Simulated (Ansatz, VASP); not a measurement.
## AgS in VASP and in Ansatz

```xyz
2
Lattice="0.0000 2.9111 2.9111 2.9111 0.0000 2.9111 2.9111 2.9111 0.0000" Properties=species:S:1:pos:R:3 pbc="T T T"
Ag    0.0000    0.0000    0.0000
S     2.9111    2.9111    2.9111
```

Change from the starting cell: species swapped into the TlBr type (Fm-3m, No. 225).

Alike in both runs: task relaxation of cell and atoms; functional PBE; k mesh 6 × 6 × 6; occupations gaussian, width 0.1 eV; no spin polarisation.

```csv
,VASP,Ansatz
version,VASP 6.6.1,Ansatz 0.2.0
potentials or method,"VASP PAW PBE potentials, release 64 (Ag, S), cutoff 600 eV","scalar-relativistic, plane waves, PAW"
valence electrons in the cell,17,25
```

```csv
,VASP,Ansatz,Ansatz less VASP
"gap on the k mesh at the Fermi level, each at its own relaxed structure (eV)",none,none,-
relaxed volume (Å³/atom),18.51,18.59,+0.077
relaxed cell length with the largest relative difference (Å),3.741,3.746,+0.0052
```

A gap of «none» marks a metal or a gap that the smearing closes. VASP's potentials hold 17 valence electrons a cell and Ansatz's 25, so a difference there can come from the potentials and not from the codes.

Noted on VASP's run: the volume moved by over 15 % at a fixed basis, so the end points are rough.
